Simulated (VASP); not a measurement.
# HfN in VASP: notebook

The runs below take HfN through single point, with PBE.

All numbers are computed with VASP 6.6.1; they aren't measurements. Logs are shortened: lines on timing, memory, paths and dates and some standing lists are left out, and cuts for length are marked.

### 1 The cell of the first run

The structure is cubic, space group Pm-3m (No. 221). Conventional cell: a = 2.862 Å, b = 2.862 Å, c = 2.862 Å, α = 90.00°, β = 90.00°, γ = 90.00°. Within 3.3 Å of Hf (site symmetry m-3m) lie 8 N at 2.48 Å and 6 Hf at 2.86 Å. Within 3.3 Å of N (site symmetry m-3m) lie 8 Hf at 2.48 Å and 6 N at 2.86 Å.

### 2 Single point, PBE

Input file INCAR:

```
PREC = Accurate
ENCUT = 520
EDIFF = 1E-6
ISMEAR = -1
SIGMA = 0.05
LREAL = F
LASPH = T
NELM = 100
ALGO = Normal
ISIF = 2
LWAVE = F
LCHARG = T
GGA = PE
LELF = T
LVHAR = T
NBANDS = 14
```

Input file KPOINTS:

```
regular mesh
0
Gamma
  9 9 9
```

Input file POSCAR:

```
HfN
1.0
    2.8622057106      0.0000000000      0.0000000000
    0.0000000000      2.8622057106      0.0000000000
    0.0000000000      0.0000000000      2.8622057106
Hf N
1 1
Direct
    0.5000000000      0.5000000000      0.5000000000
    0.0000000000      0.0000000000      0.0000000000
```

Potentials or basis: VASP PAW PBE potentials, release 64 (Hf_pv, N).

Run with:

```bash
cat potpaw_PBE.64/Hf_pv/POTCAR potpaw_PBE.64/N/POTCAR > POTCAR
mpirun -np 1 vasp_std > vasp.out
```

OUTCAR:

```text
PREC = Accurate
   ENCUT = 520
   EDIFF = 1E-6
   ISMEAR = -1
   LREAL = F
   LASPH = T
   NELM = 100
   ISIF = 2
   GGA = PE

 ion  position               nearest neighbor table
   1  0.500  0.500  0.500-   2 2.48   2 2.48   2 2.48   2 2.48   2 2.48   2 2.48   2 2.48   2 2.48

   2  0.000  0.000  0.000-   1 2.48   1 2.48   1 2.48   1 2.48   1 2.48   1 2.48   1 2.48   1 2.48

  LATTYP: Found a simple cubic cell.
 ALAT       =     2.8622057106

  Lattice vectors:

 A1 = (   2.8622057106,   0.0000000000,   0.0000000000)
 A2 = (   0.0000000000,   2.8622057106,   0.0000000000)
 A3 = (   0.0000000000,   0.0000000000,   2.8622057106)

Analysis of symmetry for initial positions (statically):
=====================================================================
 Subroutine PRICEL returns:
 Original cell was already a primitive cell.

 Routine SETGRP: Setting up the symmetry group for a
 simple cubic supercell.

 Subroutine GETGRP returns: Found 48 space group operations
 (whereof 48 operations were pure point group operations)
 out of a pool of 48 trial point group operations.

The static configuration has the point symmetry O_h .

Analysis of symmetry for dynamics (positions and initial velocities):
=====================================================================
 Subroutine PRICEL returns:
 Original cell was already a primitive cell.

 Routine SETGRP: Setting up the symmetry group for a
 simple cubic supercell.

 Subroutine GETGRP returns: Found 48 space group operations
 (whereof 48 operations were pure point group operations)
 out of a pool of 48 trial point group operations.

The dynamic configuration has the point symmetry O_h .

 Subroutine INISYM returns: Found 48 space group operations
 (whereof 48 operations are pure point group operations),
 and found     1 'primitive' translations

----------------------------------------------------------------------------------------

                                     Primitive cell

  volume of cell :      23.4478

  direct lattice vectors                    reciprocal lattice vectors
     2.862205711  0.000000000  0.000000000     0.349380898  0.000000000  0.000000000
     0.000000000  2.862205711  0.000000000     0.000000000  0.349380898  0.000000000
     0.000000000  0.000000000  2.862205711     0.000000000  0.000000000  0.349380898

  length of vectors
     2.862205711  2.862205711  2.862205711     0.349380898  0.349380898  0.349380898

  position of ions in fractional coordinates (direct lattice)
     0.500000000  0.500000000  0.500000000
[... 89 lines left out ...]
   NELECT =      15.0000    total number of electrons
   NUPDOWN=      -1.0000    fix difference up-down
   EMIN   =  10.00;   EMAX   =-10.00  energy-range for DOS
   EFERMI =   0.00;   METHOD = LEGACY
   ISMEAR =    -1;   SIGMA  =   0.05  broadening in eV -4-tet -1-fermi 0-gaus
   EFERMI_NEDOS =   21; number of points for ismear=-14 and -15
   IALGO  =     38    algorithm
   IMIX   =      4    mixing-type and parameters
     AMIX     =   0.40;   BMIX     =  1.00
     AMIX_MAG =   1.60;   BMIX_MAG =  1.00
  volume/ion in A,a.u.               =      11.72        79.12
  Fermi-wavevector in a.u.,A,eV,Ry     =   1.410602  2.665651 27.072834  1.989797
  Thomas-Fermi vector in A             =   2.532539
   LORBIT       =      0    0 simple, 1 ext, 2 COOP (PROOUT), +10 PAW based schemes
   GGA     = PE    functional components
   LHFCALC =     F    Hartree Fock is set to
   AEXX    =    0.0000 exact exchange contribution
   IVDW    =     0    specifies the selected vdW correction
   LEPSILON=     F    determine dielectric tensor
   LRPA    =     F    only Hartree local field effects (RPA)
 non-spin polarized calculation
  energy-cutoff  :      520.00
  volume of cell :       23.45
 maximum number of plane-waves:       651
 NGX is ok and might be reduce to    24
   NGX = 11   NGY = 11   NGZ = 11

 number of electron      14.9999996 magnetization

 Free energy of the ion-electron system (eV)
  ---------------------------------------------------
  ext. energy  EPLUGINS =         0.00000000
  ---------------------------------------------------
  free energy    TOTEN  =       -19.72938251 eV

  energy without entropy =      -19.71836496  energy(sigma->0) =      -19.72387374

 E-fermi :   7.0693     XC(G=0): -12.7229

 val. band max:        6.9460528112   @ k =   0.3333   0.3333   0.0000
 cond. band min:       7.1019362060   @ k =   0.4444   0.3333   0.1111
 fundamental gap:      0.1558833948
 Fermi energy:         7.0693267665

 k-point     1 :       0.0000    0.0000    0.0000
  band No.  band energies     occupation
      1     -23.2755      2.00000
      2     -23.2755      2.00000
      3     -23.2755      2.00000
      4      -8.8041      2.00000
      5       4.7839      2.00000
      6       4.7839      2.00000
      7       5.9969      2.00000
      8       5.9969      2.00000
      9       5.9969      2.00000
     10       9.8763      0.00000
     11      13.1421      0.00000
     12      13.1421      0.00000
     13      13.1421      0.00000
     14      19.9277      0.00000
[... 377 lines left out ...]
      1     -24.2343      2.00000
      2     -23.9666      2.00000
      3     -23.2191      2.00000
      4      -6.7920      2.00000
      5       1.8963      2.00000
      6       2.9367      2.00000
      7       5.3188      2.00000
      8       7.1019      0.68499
      9      10.0792      0.00000
     10      10.6348      0.00000
     11      12.2628      0.00000
     12      13.5862      0.00000
     13      17.2446      0.00000
     14      19.9163      0.00000

 [... further k-points ...]

------------------------ aborting loop because EDIFF is reached ----------------------------------------

  FORCE on cell =-STRESS in cart. coord.  units (eV):
  Direction    XX          YY          ZZ          XY          YZ          ZX
  --------------------------------------------------------------------------------------
  -------------------------------------------------------------------------------------
  Total       -1.5600930     -1.5600930     -1.5600930      0.0000000      0.0000000     -0.0000000
  in kB     -106.6003272   -106.6003272   -106.6003272      0.0000000      0.0000000     -0.0000000
  external PRESSURE =    -106.6003272 kB  Pullay stress =       0.0000000 kB

 VOLUME and BASIS-vectors are now :
 -----------------------------------------------------------------------------
  energy-cutoff  :      520.00
  volume of cell :       23.45
      direct lattice vectors                 reciprocal lattice vectors
     2.862205711  0.000000000  0.000000000     0.349380898  0.000000000  0.000000000
     0.000000000  2.862205711  0.000000000     0.000000000  0.349380898  0.000000000
     0.000000000  0.000000000  2.862205711     0.000000000  0.000000000  0.349380898

 POSITION                                       TOTAL-FORCE (eV/Angst)
 -----------------------------------------------------------------------------------
      1.43110      1.43110      1.43110         0.000000      0.000000      0.000000
      0.00000      0.00000      0.00000         0.000000      0.000000      0.000000
 -----------------------------------------------------------------------------------
    total drift:                                0.000000     -0.000000     -0.000000

  FREE ENERGIE OF THE ION-ELECTRON SYSTEM (eV)
  ---------------------------------------------------
  free  energy   TOTEN  =       -19.7293825125 eV

  energy  without entropy=      -19.7183649624  energy(sigma->0) =      -19.72387374
```

Run time: 4.9 s. Hardware: 1 thread of Intel Xeon 6975P-C (Granite Rapids), shared host; peak memory 0.14 GiB.

What came out:

* Free energy: -19.7294 eV
* Pressure: -10.7 GPa

Caveat: spin-orbit coupling is left out, which moves the levels of the heavy elements.

### 3 Single point, PBE

This run uses another cell than the first one, of 11.95 Å³/atom, 1.019 times its volume.

Input file INCAR:

```
  PREC = Accurate
  ENCUT = 520
  EDIFF = 1E-6
  ISMEAR = -1
  SIGMA = 0.05
  LREAL = F
  LASPH = T
  NELM = 80
  ALGO = Normal
  ISIF = 2
  LWAVE = F
  LCHARG = F
  GGA = PE
  NBANDS = 14
```

KPOINTS is that of step 2.

Input file POSCAR:

```
HfN
1.0
    2.8804368117      0.0000000000      0.0000000000
    0.0000000000      2.8804368117      0.0000000000
    0.0000000000      0.0000000000      2.8804368117
Hf N
1 1
Direct
    0.5000000000      0.5000000000      0.5000000000
    0.0000000000      0.0000000000      0.0000000000
```

Potentials or basis: VASP PAW PBE potentials, release 64 (Hf_pv, N).

Run with:

```bash
cat potpaw_PBE.64/Hf_pv/POTCAR potpaw_PBE.64/N/POTCAR > POTCAR
mpirun -np 1 vasp_std > vasp.out
```

Wall time 4.4 s (1 thread of Intel Xeon 6975P-C (Granite Rapids), shared host); peak memory 0.14 GiB.

The run converged. Its results:

```
Free energy : -19.6946 eV
Pressure    : -14.2 GPa
```

Levels at points of the mesh, in eV from the Fermi level:
| k point | band 5 | band 6 | band 7 | band 8 | band 9 | band 10 | band 11 | band 12 |
| --- | --- | --- | --- | --- | --- | --- | --- | --- |
| (0.00, 0.00, 0.00) | -2.22 | -2.22 | -1.06 | -1.06 | -1.06 | 2.58 | 5.95 | 5.95 |

Caveat: spin-orbit coupling is left out, which moves the levels of the heavy elements.

### 4 Single point, PBE (atoms moved at random)

Input file INCAR:

```
SYSTEM = HfN
PREC = Accurate ; ENCUT = 520
EDIFF = 1E-6 ; ISMEAR = -1
SIGMA = 0.05 ; LREAL = .False.
LASPH = .True. ; NELM = 100
ALGO = Normal ; ISIF = 2
LWAVE = .False. ; LCHARG = .False.
GGA = PE ; NBANDS = 14
```

Input file KPOINTS:

```
Automatic mesh
0
Gamma
  9 9 9
  0 0 0
```

Input file POSCAR:

```
HfN
1.0
    2.8250300000      0.0000000000      0.0000000000
    0.0000000000      2.8250300000      0.0000000000
    0.0000000000      0.0000000000      2.8250300000
Hf N
1 1
Direct
    0.5054140000      0.4961460000      0.4953520000
   -0.0141750000      0.0080480000     -0.0170440000
```

Run with:

```bash
cat potpaw_PBE.64/Hf_pv/POTCAR potpaw_PBE.64/N/POTCAR > POTCAR
mpirun -np 1 vasp_std > vasp.out
```

Wall time 51 s (1 thread of Intel Xeon Platinum 8259CL at 2.50GHz (Skylake/Cascade Lake), shared host); peak memory 0.24 GiB.

The run converged. Its results:

```
Free energy   : -19.7593 eV
Pressure      : -2.0 GPa
Largest force : 0.208 eV/Å
```

Forces in eV/Å, atoms in the order of the input:
```
Hf  -0.154  0.097 -0.101
N    0.154 -0.097  0.101
```

Stress tensor (GPa, compression positive):
```
-2.09 -0.43  0.45
-0.43 -1.98 -0.27
 0.45 -0.27 -1.99
```

Levels at points of the mesh, in eV from the Fermi level:
```tsv
k point	band 4	band 5	band 6	band 7	band 8	band 9	band 10	band 11
(0.00, 0.00, 0.00)	-16.15	-2.56	-2.51	-1.12	-1.05	-0.97	3.27	6.32
```

Caveat: the cell differs from its parent crystal (atoms moved at random); spin-orbit coupling is left out, which moves the levels of the heavy elements.

### 5 The runs side by side

| cell | gap on the mesh (eV) | pressure (GPa) |
| --- | --- | --- |
| a = 2.862 Å, 2 atoms | none | -10.7 |
| a = 2.880 Å, 2 atoms | none | -14.2 |
| a = 2.825 Å, 2 atoms | none | -2.0 |

Alike in all rows: task single point; level PBE; potentials or basis VASP PAW PBE potentials, release 64 (Hf_pv, N); no spin polarisation; k mesh 9 × 9 × 9; cutoff (eV) 520; smearing fermi-dirac 0.05 eV.

Caveats: spin-orbit coupling is left out, which moves the levels of the heavy elements.

Total energies depend on the potentials used, so only differences within one code and one set of settings carry meaning.
